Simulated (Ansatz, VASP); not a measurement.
# Two plane-wave programs on FeNi

INCAR

```
ALGO = Normal
EDIFF = 1E-6
ENCUT = 520
GGA = PS
ISIF = 2
ISMEAR = 0
ISPIN = 2
LASPH = T
LCHARG = F
LMAXMIX = 4
LORBIT = 11
LREAL = F
LWAVE = F
MAGMOM = 2.79 0.75
NBANDS = 20
NELM = 150
PREC = Accurate
SIGMA = 0.1
```

The input KPOINTS:

```
k-points
0
Gamma
  16 16 12
```

The input POSCAR:

```
FeNi
1.0
    2.4681438054      0.0000000000      0.0000000000
    0.0000000000      2.4681438054      0.0000000000
    0.0000000000      0.0000000000      3.5329343440
Fe Ni
1 1
Direct
    0.0000000000      0.0000000000      0.0000000000
    0.5000000000      0.5000000000      0.5000000000
```

Input for Ansatz:

```yaml
crystal:
  lattice:
    - [2.4681438054, 0.0, 0.0]
    - [0.0, 2.4681438054, 0.0]
    - [0.0, 0.0, 3.532934344]
  atoms:
    - { symbol: Fe, position: [0.0, 0.0, 0.0], spin: 2.79 }
    - { symbol: Ni, position: [0.5, 0.5, 0.5], spin: 0.75 }
basis:
  ecutwfc: 420
kpoints:
  mp_grid: { grid: [16, 16, 12] }
hamiltonian:
  xc: pbesol
scf:
  occupations: { method: gaussian, width: 0.1 }
output:
  forces: true
  stress: true
  eigenvalues: true
  populations: true
magnetization:
  spin_polarized: true
```

Alike in both runs: task single point; functional PBEsol; k mesh 16 × 16 × 12; occupations gaussian, width 0.1 eV; collinear spin.

```csv
,VASP,Ansatz
version,VASP 6.6.1,Ansatz 0.2.0
potentials or method,"VASP PAW PBE potentials, release 64 (Fe, Ni), cutoff 520 eV","scalar-relativistic, plane waves, PAW"
valence electrons in the cell,18,34
```

|  | VASP | Ansatz | Ansatz less VASP |
| --- | --- | --- | --- |
| gap on the k mesh at the Fermi level (eV) | none | none | - |
| pressure (GPa) | 0.1 | 0.0 | -0.14 |
| net moment per atom (μB) | 1.58 | 1.58 | -0.001 |
| size of the moment on the site where the two differ most (μB) | 0.61 | 0.68 | +0.068 |

VASP's potentials were made for PBE, not for PBEsol. Site moments also hang on the region over which each program counts them. A gap of «none» marks a metal or a gap that the smearing closes. VASP's potentials hold 18 valence electrons a cell and Ansatz's 34, so a difference there can come from the potentials and not from the codes.
